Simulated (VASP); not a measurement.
# KF (Fm-3m) in VASP: notebook, part 2 of 2

VASP 6.6.1. Earlier steps stand in the parts before.

## 3. Electric field gradients, PBEsol (volume scaled by 0.98)

INCAR

```
ALGO     = Normal         # electronic algorithm
EDIFF    = 1E-8           # SCF threshold, eV
ENCUT    = 520            # plane-wave cutoff, eV
GGA      = PS             # functional
ISIF     = 2              # what is computed and relaxed
ISMEAR   = -1             # smearing method
LASPH    = T              # aspherical terms in the spheres
LCHARG   = F              # write CHGCAR
LEFG     = T            
LREAL    = F              # projectors in reciprocal space
LWAVE    = F              # write WAVECAR
NBANDS   = 15             # bands
NELM     = 100            # most SCF steps
PREC     = Accurate       # precision mode
SIGMA    = 0.01           # smearing width, eV
```

KPOINTS

```
k-points
0
Gamma
  9 9 9
```

POSCAR

```
KF
1.0
    0.0000000000      2.6555565063      2.6555565063
    2.6555565063      0.0000000000      2.6555565063
    2.6555565063      2.6555565063      0.0000000000
K F
1 1
Direct
    0.0000000000      0.0000000000      0.0000000000
    0.5000000000      0.5000000000      0.5000000000
```

Potentials or basis: VASP PAW PBE potentials, release 64 (K_sv, F).

The run is started by

```sh
cat potpaw_PBE.64/K_sv/POTCAR potpaw_PBE.64/F/POTCAR > POTCAR
mpirun -np 1 vasp_std > vasp.out
```

OUTCAR:

```text
EDIFF = 1E-8
   ENCUT = 520
   GGA = PS
   ISIF = 2
   ISMEAR = -1
   LASPH = T
   LREAL = F
   NELM = 100
   PREC = Accurate

 ion  position               nearest neighbor table
   1  0.000  0.000  0.000-   2 2.66   2 2.66   2 2.66   2 2.66   2 2.66   2 2.66
   2  0.500  0.500  0.500-   1 2.66   1 2.66   1 2.66   1 2.66   1 2.66   1 2.66

  LATTYP: Found a face centered cubic cell.
 ALAT       =     5.3111130126

  Lattice vectors:

 A1 = (   0.0000000000,   2.6555565063,   2.6555565063)
 A2 = (   2.6555565063,   0.0000000000,   2.6555565063)
 A3 = (   2.6555565063,   2.6555565063,   0.0000000000)

Analysis of symmetry for initial positions (statically):
=====================================================================
 Subroutine PRICEL returns:
 Original cell was already a primitive cell.

 Routine SETGRP: Setting up the symmetry group for a
 face centered cubic supercell.

 Subroutine GETGRP returns: Found 48 space group operations
 (whereof 48 operations were pure point group operations)
 out of a pool of 48 trial point group operations.

The static configuration has the point symmetry O_h .

Analysis of symmetry for dynamics (positions and initial velocities):
=====================================================================
 Subroutine PRICEL returns:
 Original cell was already a primitive cell.

 Routine SETGRP: Setting up the symmetry group for a
 face centered cubic supercell.

 Subroutine GETGRP returns: Found 48 space group operations
 (whereof 48 operations were pure point group operations)
 out of a pool of 48 trial point group operations.

The dynamic configuration has the point symmetry O_h .

 Subroutine INISYM returns: Found 48 space group operations
 (whereof 48 operations are pure point group operations),
[... 165 lines left out ...]
     14       9.5234      0.00000
[... 401 lines left out ...]
      2     -21.4232      2.00000
      3     -12.6486      2.00000
      4     -12.2946      2.00000
      5     -12.2946      2.00000
      6      -3.1011      2.00000
      7      -2.9128      2.00000
      8      -2.9128      2.00000
      9       5.3011      0.00000
     10       7.2561      0.00000
     11       9.0452      0.00000
     12      10.7903      0.00000
     13      11.3328      0.00000
     14      11.3328      0.00000
     15      13.4222      0.00000

 [... further k-points ...]
[... 5 lines left out ...]
  --------------------------------------------------------------------------------------
  -------------------------------------------------------------------------------------
  Total       -0.0073693     -0.0073693     -0.0073693      0.0000000     -0.0000000     -0.0000000
  in kB       -0.3152411     -0.3152411     -0.3152411      0.0000000     -0.0000000     -0.0000000
  external PRESSURE =      -0.3152411 kB  Pullay stress =       0.0000000 kB

 VOLUME and BASIS-vectors are now :
 -----------------------------------------------------------------------------
  energy-cutoff  :      520.00
  volume of cell :       37.45
      direct lattice vectors                 reciprocal lattice vectors
     0.000000000  2.655556506  2.655556506    -0.188284451  0.188284451  0.188284451
     2.655556506  0.000000000  2.655556506     0.188284451 -0.188284451  0.188284451
     2.655556506  2.655556506  0.000000000     0.188284451  0.188284451 -0.188284451

 POSITION                                       TOTAL-FORCE (eV/Angst)
 -----------------------------------------------------------------------------------
      0.00000      0.00000      0.00000         0.000000      0.000000      0.000000
      2.65556      2.65556      2.65556        -0.000000     -0.000000     -0.000000
 -----------------------------------------------------------------------------------
    total drift:                                0.000000      0.000000      0.000000

  FREE ENERGIE OF THE ION-ELECTRON SYSTEM (eV)
  ---------------------------------------------------
  free  energy   TOTEN  =        -8.5201779663 eV

  energy  without entropy=       -8.5201779663  energy(sigma->0) =       -8.52017797

 Electric field gradients (V/A^2)
---------------------------------------------------------------------
 ion       V_xx      V_yy      V_zz      V_xy      V_xz      V_yz
---------------------------------------------------------------------
   1       0.000    -0.000    -0.000     0.000     0.000     0.000
   2      -0.000    -0.000    -0.000     0.007     0.007     0.007
---------------------------------------------------------------------

 Electric field gradients after diagonalization (V/A^2)
 (convention: |V_zz| > |V_xx| > |V_yy|)
----------------------------------------------------------------------
 ion       V_xx      V_yy      V_zz     asymmetry (V_yy - V_xx)/ V_zz
----------------------------------------------------------------------
   1      -0.000    -0.000     0.001       0.000
   2      -0.007    -0.007     0.013       0.000
----------------------------------------------------------------------

           NMR quadrupolar parameters

 Cq : quadrupolar parameter    Cq=e*Q*V_zz/h
 eta: asymmetry parameters     (V_yy - V_xx)/ V_zz
 Q  : nuclear electric quadrupole moment in mb (millibarn)
----------------------------------------------------------------------
 ion       Cq(MHz)       eta       Q (mb)
----------------------------------------------------------------------
   1       0.000       0.000       1.000
   2       0.000       0.000       1.000
----------------------------------------------------------------------
```

stdout:

```text
POSCAR found type information on POSCAR K F
 POSCAR found :  2 types and       2 ions
 scaLAPACK will be used
 -----------------------------------------------------------------------------
|                                                                             |
|                                                                             |
|     You enforced a specific xc type in the INCAR file but a different       |
|     I HOPE YOU KNOW WHAT YOU ARE DOING!                                     |
|                                                                             |
 -----------------------------------------------------------------------------

 LDA part: xc-table for (Slater+PW92), standard interpolation
 POSCAR, INCAR and KPOINTS ok, starting setup
 FFT: planning ... GRIDC
 FFT: planning ... GRID_SOFT
 FFT: planning ... GRID
 WAVECAR not read
 entering main loop
ion   1

ion   2
```

Run time: 12 s. Hardware: 1 thread of Intel Xeon 6975P-C (Granite Rapids), shared host; peak memory 0.15 GiB.

What came out:

```
Free energy            : -8.5202 eV
Pressure               : 0.0 GPa
Band gap on the k mesh : 6.12 eV, direct
```

Levels at points of the mesh, in eV from the valence-band top:
| k point | band 6 | band 7 | band 8 | band 9 | band 10 | band 11 |
| --- | --- | --- | --- | --- | --- | --- |
| (0.00, 0.00, 0.00) | 0.00 | 0.00 | 0.00 | 6.12 | 10.68 | 10.68 |

Caveat: without QUAD_EFG the Cq values of the log hold for a quadrupole moment of 1 mb, not for the nuclei; the PAW data sets were made with another functional, which shifts forces and pressure a little. A k mesh can miss the band edges.

## 4. Electric field gradients, PBEsol (volume scaled by 0.98)

INCAR

```
SYSTEM = KF
PREC = Accurate ; ENCUT = 520
EDIFF = 1E-8 ; ISMEAR = -1
SIGMA = 0.01 ; LREAL = .False.
LASPH = .True. ; NELM = 80
ALGO = Normal ; ISIF = 2
LWAVE = .False. ; LCHARG = .False.
GGA = PS ; LEFG = .True.
NBANDS = 15
```

KPOINTS

```
Automatic mesh
0
Gamma
  9 9 9
  0 0 0
```

POSCAR is that of step 3.

Potentials or basis: VASP PAW PBE potentials, release 64 (K_sv, F).

The run is started by

```sh
cat potpaw_PBE.64/K_sv/POTCAR potpaw_PBE.64/F/POTCAR > POTCAR
mpirun -np 1 vasp_std > vasp.out
```

OUTCAR:

```text
SYSTEM = KF
   PREC = Accurate
   ENCUT = 520
   EDIFF = 1E-8
   ISMEAR = -1
   LREAL = .False.
   LASPH = .True.
   NELM = 80
   ISIF = 2
   GGA = PS

 ion  position               nearest neighbor table
   1  0.000  0.000  0.000-   2 2.66   2 2.66   2 2.66   2 2.66   2 2.66   2 2.66
   2  0.500  0.500  0.500-   1 2.66   1 2.66   1 2.66   1 2.66   1 2.66   1 2.66

  LATTYP: Found a face centered cubic cell.
 ALAT       =     5.3111130126

  Lattice vectors:

 A1 = (   0.0000000000,   2.6555565063,   2.6555565063)
[... 644 lines left out ...]
  ---------------------------------------------------
  free  energy   TOTEN  =        -8.5201779663 eV

  energy  without entropy=       -8.5201779663  energy(sigma->0) =       -8.52017797

 Electric field gradients (V/A^2)
---------------------------------------------------------------------
 ion       V_xx      V_yy      V_zz      V_xy      V_xz      V_yz
---------------------------------------------------------------------
   1       0.000    -0.000    -0.000     0.000     0.000     0.000
   2      -0.000    -0.000    -0.000     0.007     0.007     0.007
---------------------------------------------------------------------

 Electric field gradients after diagonalization (V/A^2)
 (convention: |V_zz| > |V_xx| > |V_yy|)
----------------------------------------------------------------------
 ion       V_xx      V_yy      V_zz     asymmetry (V_yy - V_xx)/ V_zz
----------------------------------------------------------------------
   1      -0.000    -0.000     0.001       0.000
   2      -0.007    -0.007     0.013       0.000
----------------------------------------------------------------------

           NMR quadrupolar parameters

 Cq : quadrupolar parameter    Cq=e*Q*V_zz/h
 eta: asymmetry parameters     (V_yy - V_xx)/ V_zz
 Q  : nuclear electric quadrupole moment in mb (millibarn)
----------------------------------------------------------------------
 ion       Cq(MHz)       eta       Q (mb)
----------------------------------------------------------------------
   1       0.000       0.000       1.000
   2       0.000       0.000       1.000
----------------------------------------------------------------------
```

OSZICAR:

```text
N       E                     dE             d eps       ncg     rms          rms(c)
DAV:   1     0.104134742400E+03    0.10413E+03   -0.82863E+03  1050   0.104E+03
DAV:   2    -0.543562525557E+01   -0.10957E+03   -0.10121E+03  1379   0.279E+02
DAV:   3    -0.953910355293E+01   -0.41035E+01   -0.40879E+01  1389   0.478E+01
DAV:   4    -0.964006190740E+01   -0.10096E+00   -0.10094E+00  1404   0.713E+00
DAV:   5    -0.964166139228E+01   -0.15995E-02   -0.15995E-02  1459   0.747E-01    0.592E+00
DAV:   6    -0.855995520427E+01    0.10817E+01   -0.29685E+00  1127   0.141E+01    0.417E+00
DAV:   7    -0.852539254292E+01    0.34563E-01   -0.66547E-02  1288   0.223E+00    0.238E+00
DAV:   8    -0.851818216647E+01    0.72104E-02   -0.49658E-02  1232   0.221E+00    0.207E-01
DAV:   9    -0.851959608388E+01   -0.14139E-02   -0.43441E-03  1295   0.553E-01    0.121E-01
DAV:  10    -0.851996592251E+01   -0.36984E-03   -0.36343E-04  1162   0.172E-01    0.770E-02
DAV:  11    -0.852017818690E+01   -0.21226E-03   -0.19995E-04  1127   0.105E-01    0.155E-02
DAV:  12    -0.852017775643E+01    0.43047E-06   -0.11450E-05  1319   0.343E-02    0.506E-03
DAV:  13    -0.852017788816E+01   -0.13173E-06   -0.23553E-06  1176   0.134E-02    0.257E-03
DAV:  14    -0.852017793350E+01   -0.45337E-07   -0.64285E-08  1351   0.243E-03    0.515E-04
DAV:  15    -0.852017795955E+01   -0.26046E-07   -0.43586E-09   948   0.494E-04    0.716E-05
DAV:  16    -0.852017796635E+01   -0.67994E-08   -0.83465E-10   644   0.239E-04
   1 F= -.85201780E+01 E0= -.85201780E+01  d E =-.124831E-10
```

stdout:

```text
POSCAR found type information on POSCAR K F
 POSCAR found :  2 types and       2 ions
 scaLAPACK will be used
 -----------------------------------------------------------------------------
|                                                                             |
|                                                                             |
|     You enforced a specific xc type in the INCAR file but a different       |
|     I HOPE YOU KNOW WHAT YOU ARE DOING!                                     |
|                                                                             |
 -----------------------------------------------------------------------------

 LDA part: xc-table for (Slater+PW92), standard interpolation
 POSCAR, INCAR and KPOINTS ok, starting setup
 FFT: planning ... GRIDC
 FFT: planning ... GRID_SOFT
 FFT: planning ... GRID
 WAVECAR not read
 entering main loop
ion   1

ion   2
```

Wall time 12 s (1 thread of Intel Xeon 6975P-C (Granite Rapids), shared host); peak memory 0.16 GiB.

Results:

- Free energy: -8.5202 eV
- Pressure: 0.0 GPa
- Band gap on the k mesh: 6.12 eV, direct

Caveat: without QUAD_EFG the Cq values of the log hold for a quadrupole moment of 1 mb, not for the nuclei; the PAW data sets were made with another functional, which shifts forces and pressure a little. A k mesh can miss the band edges.
